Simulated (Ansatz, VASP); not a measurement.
**PbS in VASP and in Ansatz**

```
CELL_PARAMETERS angstrom
0.00000 2.89087 2.81675
2.89087 0.00000 2.81675
2.89087 2.89087 0.00000
ATOMIC_POSITIONS crystal
Pb 0.00000 0.00000 0.00000
S 0.50000 0.50000 0.50000
```

Change from the starting cell: strain -0.025 along x and y, -0.050 along z, atoms carried along.

Alike in both runs: task single point; functional r2SCAN; k mesh 8 × 8 × 8; occupations gaussian, width 0.05 eV; no spin polarisation.

|  | VASP | Ansatz |
| --- | --- | --- |
| version | VASP 6.6.1 | Ansatz 0.2.0 |
| potentials or method | VASP PAW PBE potentials, release 64 (Pb_d, S), cutoff 550 eV | scalar-relativistic, plane waves, PAW |
| valence electrons in the cell | 20 | 20 |

Ansatz gave:

```
gap on the k mesh at the Fermi level (eV)                     : 0.12
least direct gap on the mesh (eV)                             : 0.12
pressure (GPa)                                                : 9.5
traceless stress, the component that is largest in VASP (GPa) : 3.80
```

Question: Which values does VASP return?

Answer: gap on the k mesh at the Fermi level (eV): 0.13; least direct gap on the mesh (eV): 0.13; pressure (GPa): 9.5; traceless stress, the component that is largest in VASP (GPa): 3.81.

VASP's potentials were made for PBE, not for r2SCAN.

Spin-orbit coupling is off throughout.
